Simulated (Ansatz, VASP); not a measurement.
## Two plane-wave programs on HfGe

```
Hf Ge
1.0
     3.50084    0.00000    0.00000
     0.00000    3.50084    0.00000
     0.00000    0.00000    3.50084
Hf Ge
1 1
Direct
  0.00000 0.00000 0.00000
  0.50000 0.50000 0.50000
```

Alike in both runs: functional PBE; k mesh 8 × 8 × 8; occupations fermi-dirac, width 0.05 eV; no spin polarisation.

|  | VASP | Ansatz |
| --- | --- | --- |
| version | VASP 6.6.1 | Ansatz 0.2.0 |
| potentials or method | VASP PAW PBE potentials, release 64 (Hf_pv, Ge_d) | Ansatz PAW |
| plane-wave cutoff (eV) | 520 | 420 |
| valence electrons in the cell | 24 | 40 |
| task | single point | band structure |

|  | VASP | Ansatz | Ansatz less VASP |
| --- | --- | --- | --- |
| gap on the k mesh at the Fermi level (eV) | none | none | - |
| pressure (GPa) | -11.6 | -11.3 | +0.29 |

A gap of «none» marks a metal or a gap that the smearing closes. With one functional, cell and mesh, what is left measures potentials, basis and numerics. VASP's potentials hold 24 valence electrons a cell and Ansatz's 40, so a difference there can come from the potentials and not from the codes.

Neither program's run includes spin-orbit coupling.
